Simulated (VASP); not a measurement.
# Cu in VASP: a series of runs

Cu is run at these levels: PBE; tasks: single point.

Everything below comes from runs of VASP 6.6.1. Logs are shortened: lines on timing, memory, paths and dates and some standing lists are left out, and cuts for length are marked.

## (1) The cell of the first run

The cell holds a slab with vacuum, 8 atoms: a = 2.567 Å, b = 2.567 Å, c = 29.676 Å, α = 90.00°, β = 90.00°, γ = 120.00°.

## (2) Single point, PBE

Contents of INCAR:

```
SYSTEM = Cu
PREC     = Accurate       ! precision mode
ENCUT    = 520            ! plane-wave cutoff, eV
EDIFF    = 1E-7           ! SCF threshold, eV
ISMEAR   = 0              ! smearing method
SIGMA    = 0.1            ! smearing width, eV
LREAL    = .False.        ! projectors in reciprocal space
LASPH    = .True.         ! aspherical terms in the spheres
NELM     = 60             ! most SCF steps
ALGO     = Fast           ! electronic algorithm
ISIF     = 2              ! what is computed and relaxed
LWAVE    = .False.        ! write WAVECAR
LCHARG   = .False.        ! write CHGCAR
LDIPOL   = .True.       
IDIPOL   = 3            
DIPOL    = 0.5 0.5 0.500
GGA      = PE             ! functional
NBANDS   = 54             ! bands
```

Contents of KPOINTS:

```
regular mesh
0
Gamma
  15 15 1
  0 0 0
```

Contents of POSCAR:

```
Cu
1.0
    2.5670412900      0.0000000000      0.0000000000
   -1.2835206450      2.2231229697      0.0000000000
    0.0000000000      0.0000000000     29.6764756522
Cu
8
Direct
    0.3333333333      0.6666666667      0.2527254276
    0.0000000000      0.0000000000      0.3233753055
    0.6666666667      0.3333333333      0.3940251833
    0.0000000000      0.0000000000      0.4646750611
    0.3333333333      0.6666666667      0.5353249389
    0.0000000000      0.0000000000      0.6059748167
    0.6666666667      0.3333333333      0.6766246945
    0.0000000000      0.0000000000      0.7472745724
```

Potentials or basis: VASP PAW PBE potentials, release 64 (Cu).

Run with:

```
cat potpaw_PBE.64/Cu/POTCAR > POTCAR
mpirun -np 1 vasp_std > vasp.out
```

OUTCAR:

```text
SYSTEM = Cu
   PREC = Accurate
   ENCUT = 520
   EDIFF = 1E-7
   ISMEAR = 0
   LREAL = .False.
   LASPH = .True.
   NELM = 60
   ISIF = 2
   GGA = PE

 ion  position               nearest neighbor table
   1  0.333  0.667  0.253-   2 2.57   2 2.57   2 2.57
   2  0.000  0.000  0.323-   3 2.57   3 2.57   3 2.57   1 2.57   1 2.57   1 2.57
   3  0.667  0.333  0.394-   2 2.57   4 2.57   2 2.57   4 2.57   2 2.57   4 2.57
   4  0.000  0.000  0.465-   5 2.57   3 2.57   5 2.57   3 2.57   5 2.57   3 2.57
   5  0.333  0.667  0.535-   4 2.57   6 2.57   4 2.57   6 2.57   4 2.57   6 2.57
   6  0.000  0.000  0.606-   5 2.57   7 2.57   5 2.57   7 2.57   7 2.57   5 2.57
   7  0.667  0.333  0.677-   6 2.57   6 2.57   6 2.57   8 2.57   8 2.57   8 2.57
   8  0.000  0.000  0.747-   7 2.57   7 2.57   7 2.57

  LATTYP: Found a hexagonal cell.
 ALAT       =     2.5670412900
 C/A-ratio  =    11.5605758925

  Lattice vectors:

 A1 = (   2.5670412900,   0.0000000000,   0.0000000000)
 A2 = (  -1.2835206450,   2.2231229697,   0.0000000000)
 A3 = (   0.0000000000,   0.0000000000,  29.6764756522)

Analysis of symmetry for initial positions (statically):
=====================================================================
 Subroutine PRICEL returns:
 Original cell was already a primitive cell.

 Routine SETGRP: Setting up the symmetry group for a
 hexagonal supercell.

 Subroutine GETGRP returns: Found  6 space group operations
 (whereof  6 operations were pure point group operations)
 out of a pool of 24 trial point group operations.

The static configuration has the point symmetry C_3v.

Analysis of symmetry for dynamics (positions and initial velocities):
=====================================================================
 Subroutine PRICEL returns:
 Original cell was already a primitive cell.

 Routine SETGRP: Setting up the symmetry group for a
 hexagonal supercell.

 Subroutine GETGRP returns: Found  6 space group operations
 (whereof  6 operations were pure point group operations)
 out of a pool of 24 trial point group operations.

The dynamic configuration has the point symmetry C_3v.

 Subroutine INISYM returns: Found  6 space group operations
 (whereof  6 operations are pure point group operations),
 and found     1 'primitive' translations

----------------------------------------------------------------------------------------

                                     Primitive cell

  volume of cell :     169.3591

  direct lattice vectors                    reciprocal lattice vectors
     2.567041290  0.000000000  0.000000000     0.389553531  0.224908836  0.000000000
    -1.283520645  2.223122970  0.000000000     0.000000000  0.449817673  0.000000000
     0.000000000  0.000000000 29.676475652     0.000000000  0.000000000  0.033696724

  length of vectors
     2.567041290  2.567041290 29.676475652     0.449817673  0.449817673  0.033696724

  position of ions in fractional coordinates (direct lattice)
     0.333333333  0.666666667  0.252725428
     0.000000000  0.000000000  0.323375306
     0.666666667  0.333333333  0.394025183
     0.000000000  0.000000000  0.464675061
     0.333333333  0.666666667  0.535324939
     0.000000000  0.000000000  0.605974817
     0.666666667  0.333333333  0.676624694
     0.000000000  0.000000000  0.747274572

  ion indices of the primitive-cell ions
   primitive index   ion index
                 1           1
                 2           2
                 3           3
                 4           4
                 5           5
                 6           6
                 7           7
                 8           8

----------------------------------------------------------------------------------------

 KPOINTS: regular mesh

Automatic generation of k-mesh.
 Grid dimensions read from file:
 generate k-points for:   15   15    1

 Generating k-lattice:

  Cartesian coordinates                     Fractional coordinates (reciprocal lattice)
     0.025970235  0.014993922  0.000000000     0.066666667 -0.000000000  0.000000000
     0.000000000  0.029987845  0.000000000     0.000000000  0.066666667  0.000000000
     0.000000000  0.000000000  0.033696724     0.000000000  0.000000000  1.000000000

  Length of vectors
     0.029987845  0.029987845  0.033696724

  Shift w.r.t. Gamma in fractional coordinates (k-lattice)
     0.000000000  0.000000000  0.000000000

 Subroutine IBZKPT returns following result:
 ===========================================

 Found     27 irreducible k-points:

 Following reciprocal coordinates:
            Coordinates               Weight
  0.000000  0.000000  0.000000      1.000000
  0.066667  0.000000  0.000000      6.000000
  0.133333 -0.000000  0.000000      6.000000
  0.200000  0.000000  0.000000      6.000000
  0.266667 -0.000000  0.000000      6.000000
  0.333333 -0.000000  0.000000      6.000000
[... 16 lines left out ...]
  0.333333  0.200000  0.000000     12.000000
  0.400000  0.200000  0.000000      6.000000
 [... further k-points ...]
   k-points           NKPTS =     27   k-points in BZ     NKDIM =     27   number of bands    NBANDS=     54
   number of dos      NEDOS =    301   number of ions     NIONS =      8
   total plane-waves  NPLWV =  89600
   dimension x,y,z NGX =    20 NGY =   20 NGZ =  224
   dimension x,y,z NGXF=    40 NGYF=   40 NGZF=  448
   ions per type =               8
   NGX,Y,Z   is equivalent  to a cutoff of  12.95, 12.95, 12.55 a.u.
   NGXF,Y,Z  is equivalent  to a cutoff of  25.90, 25.90, 25.10 a.u.
 SYSTEM =  Cu
   PREC   = accura    normal or accurate (medium, high low for compatibility)
   ISTART =      0    job   : 0-new  1-cont  2-samecut
   ICHARG =      2    charge: 1-file 2-atom 10-const
   ISPIN  =      1    spin polarized calculation?
   LNONCOLLINEAR =      F non collinear calculations
   LSORBIT =      F    spin-orbit coupling
   LASPH  =      T    aspherical Exc in radial PAW
   ENCUT  =  520.0 eV  38.22 Ry    6.18 a.u.   4.77  4.77 55.18*2*pi/ulx,y,z
   NELM   =     60;   NELMIN=  2; NELMDL= -5     # of ELM steps
   EDIFF  = 0.1E-06   stopping-criterion for ELM
   LREAL  =      F    real-space projection
   EDIFFG = 0.1E-05   stopping-criterion for IOM
   NSW    =      0    number of steps for IOM
   IBRION =     -1    ionic relax: 0-MD 1-quasi-New 2-CG
   NFREE  =      0    steps in history (QN), initial steepest desc. (CG)
   ISIF   =      2    stress and relaxation
   ISYM   =      2    0-nonsym 1-usesym 2-fastsym
   POTIM  = 0.5000    time-step for ionic-motion
   TEBEG  =    0.0;   TEEND  =   0.0 temperature during run
   PSTRESS=    0.0 pullay stress
   NELECT =      88.0000    total number of electrons
   NUPDOWN=      -1.0000    fix difference up-down
   EMIN   =  10.00;   EMAX   =-10.00  energy-range for DOS
   EFERMI =   0.00;   METHOD = LEGACY
   ISMEAR =     0;   SIGMA  =   0.10  broadening in eV -4-tet -1-fermi 0-gaus
   EFERMI_NEDOS =   21; number of points for ismear=-14 and -15
   IALGO  =     68    algorithm
   IMIX   =      4    mixing-type and parameters
     AMIX     =   0.40;   BMIX     =  1.00
     AMIX_MAG =   1.60;   BMIX_MAG =  1.00
  volume/ion in A,a.u.               =      21.17       142.86
  Fermi-wavevector in a.u.,A,eV,Ry     =   1.316132  2.487129 23.568064  1.732204
  Thomas-Fermi vector in A             =   2.446266
   LORBIT       =      0    0 simple, 1 ext, 2 COOP (PROOUT), +10 PAW based schemes
   GGA     = PE    functional components
   LHFCALC =     F    Hartree Fock is set to
   AEXX    =    0.0000 exact exchange contribution
   IVDW    =     0    specifies the selected vdW correction
   LEPSILON=     F    determine dielectric tensor
   LRPA    =     F    only Hartree local field effects (RPA)
 non-spin polarized calculation
 RMM-DIIS sequential band-by-band and
 Gauss-broadening in eV      SIGMA  =   0.10
  energy-cutoff  :      520.00
  volume of cell :      169.36
 maximum number of plane-waves:      4596
 NGX is ok and might be reduce to    20
   NGX =  9   NGY =  9   NGZ =111

 dipolmoment           0.000000      0.000000      0.000341 electrons x Angstroem

 number of electron      88.0000009 magnetization

 dipolmoment           0.000000      0.000000     -0.000081 electrons x Angstroem

 Free energy of the ion-electron system (eV)
  ---------------------------------------------------
  ext. energy  EPLUGINS =         0.00000000
  ---------------------------------------------------
  free energy    TOTEN  =       -28.88002834 eV

  energy without entropy =      -28.86158011  energy(sigma->0) =      -28.87080423

 E-fermi :   2.1582     XC(G=0):  -7.7626

 val. band max:        2.1545921780   @ k =   0.2667   0.0667   0.0000
 cond. band min:       2.1622463661   @ k =   0.3333   0.1333   0.0000
 fundamental gap:      0.0076541881
 Fermi energy:         2.1581643296

 k-point     1 :       0.0000    0.0000    0.0000
  band No.  band energies     occupation
      1      -6.9939      2.00000
      2      -6.6100      2.00000
      3      -5.9944      2.00000
      4      -5.2052      2.00000
      5      -4.3103      2.00000
      6      -3.4996      2.00000
[... 46 lines left out ...]
     53       7.6060      0.00000
     54       9.0512      0.00000

 k-point     2 :       0.0667    0.0000    0.0000
  band No.  band energies     occupation
      1      -6.8519      2.00000
      2      -6.4698      2.00000
      3      -5.8575      2.00000
      4      -5.0732      2.00000
      5      -4.1851      2.00000
      6      -3.3844      2.00000
[... 46 lines left out ...]
     53       7.7248      0.00000
     54       9.1692      0.00000
[... 1195 lines left out ...]
     53       9.0522      0.00000
     54       9.7914      0.00000

 k-point    24 :       0.4000    0.2000    0.0000
  band No.  band energies     occupation
      1      -2.2955      2.00000
      2      -2.2541      2.00000
      3      -2.1549      2.00000
      4      -2.1108      2.00000
      5      -1.9948      2.00000
      6      -1.9226      2.00000
[... 46 lines left out ...]
     53       8.8454      0.00000
     54       9.4629      0.00000

 [... further k-points ...]

------------------------ aborting loop because EDIFF is reached ----------------------------------------

 vacuum level on the upper side and lower side of the slab       (xc-potential included)        -0.114        -0.108

  FORCE on cell =-STRESS in cart. coord.  units (eV):
  Direction    XX          YY          ZZ          XY          YZ          ZX
  --------------------------------------------------------------------------------------
  -------------------------------------------------------------------------------------
  Total       -1.2470543     -1.2470543      0.3218663      0.0000000      0.0000000     -0.0000000
  in kB      -11.7974265    -11.7974265      3.0449304      0.0000000      0.0000000     -0.0000000
  external PRESSURE =      -6.8499742 kB  Pullay stress =       0.0000000 kB

 VOLUME and BASIS-vectors are now :
 -----------------------------------------------------------------------------
  energy-cutoff  :      520.00
  volume of cell :      169.36
      direct lattice vectors                 reciprocal lattice vectors
     2.567041290  0.000000000  0.000000000     0.389553531  0.224908836  0.000000000
    -1.283520645  2.223122970  0.000000000     0.000000000  0.449817673  0.000000000
     0.000000000  0.000000000 29.676475652     0.000000000  0.000000000  0.033696724

 POSITION                                       TOTAL-FORCE (eV/Angst)
 -----------------------------------------------------------------------------------
     -0.00000      1.48208      7.50000         0.000000     -0.000000      0.042297
      0.00000      0.00000      9.59664         0.000000     -0.000000     -0.062558
      1.28352      0.74104     11.69328        -0.000000      0.000000     -0.047581
      0.00000      0.00000     13.78992         0.000000     -0.000000      0.016114
     -0.00000      1.48208     15.88656        -0.000000      0.000000     -0.022991
      0.00000      0.00000     17.98320         0.000000     -0.000000      0.054346
      1.28352      0.74104     20.07984         0.000000     -0.000000      0.032907
      0.00000      0.00000     22.17648         0.000000     -0.000000     -0.012533
 -----------------------------------------------------------------------------------
    total drift:                                0.000000     -0.000000      0.001822

  FREE ENERGIE OF THE ION-ELECTRON SYSTEM (eV)
  ---------------------------------------------------
  free  energy   TOTEN  =       -28.8800283449 eV

  energy  without entropy=      -28.8615801106  energy(sigma->0) =      -28.87080423

 vacuum level on the upper side and lower side of the slab         6.863         6.872
```

Run time: 9 min. Hardware: 1 thread of Intel Xeon Platinum 8259CL at 2.50GHz (Skylake/Cascade Lake), shared host; peak memory 0.38 GiB.

What came out:

```yaml
Free_energy: -28.8800 eV
Largest_force: 0.063 eV/Å
Band_gap_on_the_k_mesh: zero (bands 44 and 45 overlap by 5.04 eV)
```

Forces on the atoms (eV/Å):
```
Cu   0.000  0.000  0.042
Cu   0.000  0.000 -0.063
Cu   0.000  0.000 -0.048
Cu   0.000  0.000  0.016
Cu   0.000  0.000 -0.023
Cu   0.000  0.000  0.054
Cu   0.000  0.000  0.033
Cu   0.000  0.000 -0.013
```

Levels at points of the mesh, in eV from the Fermi level:
| k point | band 43 | band 44 | band 45 | band 46 | band 47 | band 48 |
| --- | --- | --- | --- | --- | --- | --- |
| (0.00, 0.00, 0.00) | -1.76 | -1.63 | -1.63 | -1.62 | -1.62 | -0.66 |

## (3) Single point, PBE

Contents of INCAR:

```
SYSTEM = Cu
  PREC = Accurate
  ENCUT = 520
  EDIFF = 1E-6
  ISMEAR = 0
  SIGMA = 0.1
  LREAL = .FALSE.
  LASPH = .TRUE.
  NELM = 80
  ALGO = Fast
  ISIF = 2
  LWAVE = .FALSE.
  LCHARG = .FALSE.
  LDIPOL = .TRUE.
  IDIPOL = 3
  DIPOL = 0.5 0.5 0.500
  GGA = PE
  NBANDS = 54
```

Contents of KPOINTS:

```
regular mesh
0
G
  15 15 1
  0 0 0
```

Contents of POSCAR:

```
Cu
1.0
    2.5670412900      0.0000000000      0.0000000000
   -1.2835206450      2.2231229697      0.0000000000
    0.0000000000      0.0000000000     29.6764756522
Cu
8
Direct
    0.3333333333      0.6666666667      0.2527875782
    0.0000000000      0.0000000000      0.3228296076
    0.6666666667      0.3333333333      0.3934844856
    0.0000000000      0.0000000000      0.4645360350
    0.3333333333      0.6666666667      0.5353675247
    0.0000000000      0.0000000000      0.6064684553
    0.6666666667      0.3333333333      0.6770969432
    0.0000000000      0.0000000000      0.7474293703
```

Potentials or basis: VASP PAW PBE potentials, release 64 (Cu).

Run with:

```
cat potpaw_PBE.64/Cu/POTCAR > POTCAR
mpirun -np 1 vasp_std > vasp.out
```

Run time: 8.6 min. Hardware: 1 thread of Intel Xeon Platinum 8259CL at 2.50GHz (Skylake/Cascade Lake), shared host; peak memory 0.38 GiB.

It converged, with:

```
Free energy            : -28.8815 eV
Largest force          : 0.022 eV/Å
Band gap on the k mesh : zero (bands 44 and 45 overlap by 5.05 eV)
```

Forces on the atoms (eV/Å):
```
Cu   0.000  0.000 -0.022
Cu   0.000  0.000  0.001
Cu   0.000  0.000 -0.002
Cu   0.000  0.000 -0.003
Cu   0.000  0.000  0.002
Cu   0.000  0.000  0.002
Cu   0.000  0.000  0.002
Cu   0.000  0.000  0.020
```

Levels at points of the mesh, in eV from the Fermi level:
| k point | band 42 | band 43 | band 44 | band 45 | band 46 | band 47 | band 48 | band 49 |
| --- | --- | --- | --- | --- | --- | --- | --- | --- |
| (0.00, 0.00, 0.00) | -1.76 | -1.76 | -1.64 | -1.64 | -1.62 | -1.62 | -0.66 | -0.39 |
